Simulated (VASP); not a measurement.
## MgI2: single point with PBEsol

The system is MgI2.

```
Mg I
1.0
     4.00680    0.00000    0.00000
    -2.00340    3.46999    0.00000
     0.00000    0.00000    7.15077
Mg I
1 2
Direct
  0.00000 0.00000 0.00000
  0.33333 0.66667 0.76134
  0.66667 0.33333 0.23866
```

This cell differs from its parent crystal: biaxial strain in the a-b plane: -3.0 %.

```
Program                : VASP 6.6.1
Task                   : single point
Functional             : PBEsol
Potentials or basis    : VASP PAW PBE potentials, release 64 (Mg, I)
Cutoff                 : 520 eV
k mesh                 : 6 × 6 × 4
Occupations            : gaussian, width 0.02 eV
Spin                   : no spin polarisation
Dipole correction      : no
Further INCAR settings : ALGO = Normal; EDIFF = 1e-07; NBANDS = 15
```

The pressure is 1.4 GPa. The largest force is 0.033 eV/Å and the band gap on the k mesh is 3.41 eV, indirect (least direct gap 3.75 eV).

Forces on the atoms (eV/Å):
```
Mg   0.000  0.000  0.000
I    0.000  0.000 -0.033
I    0.000  0.000  0.033
```

Stress tensor (GPa, compression positive):
```
1.96 0.00 0.00
0.00 1.96 0.00
0.00 0.00 0.15
```

Levels at points of the mesh, in eV from the valence-band top:
| k point | band 6 | band 7 | band 8 | band 9 | band 10 | band 11 |
| --- | --- | --- | --- | --- | --- | --- |
| (0.00, 0.00, 0.00) | -0.34 | 0.00 | 0.00 | 3.75 | 4.84 | 6.82 |
| (0.50, 0.00, 0.00) | -1.38 | -1.16 | -0.57 | 3.56 | 5.10 | 5.12 |
| (0.00, 0.00, 0.50) | -0.27 | -0.07 | -0.07 | 4.84 | 4.89 | 6.72 |
| (0.50, 0.00, 0.50) | -1.26 | -1.10 | -0.74 | 3.41 | 4.86 | 5.15 |

Run time: 33 s on 1 thread of Intel(R) Xeon(R) Platinum 8259CL CPU @ 2.50GHz (Skylake/Cascade Lake), with other jobs on the host, peak memory 0.22 GiB.

Caveat: the cell differs from its parent crystal (biaxial strain in the a-b plane: -3.0 %); the PAW data sets were made with another functional, which shifts forces and pressure a little; spin-orbit coupling is left out, which moves the levels of the heavy elements; this functional lacks dispersion, which binds the layers, so the pressure and a relaxed spacing across them are unreliable. A k mesh can miss the band edges.
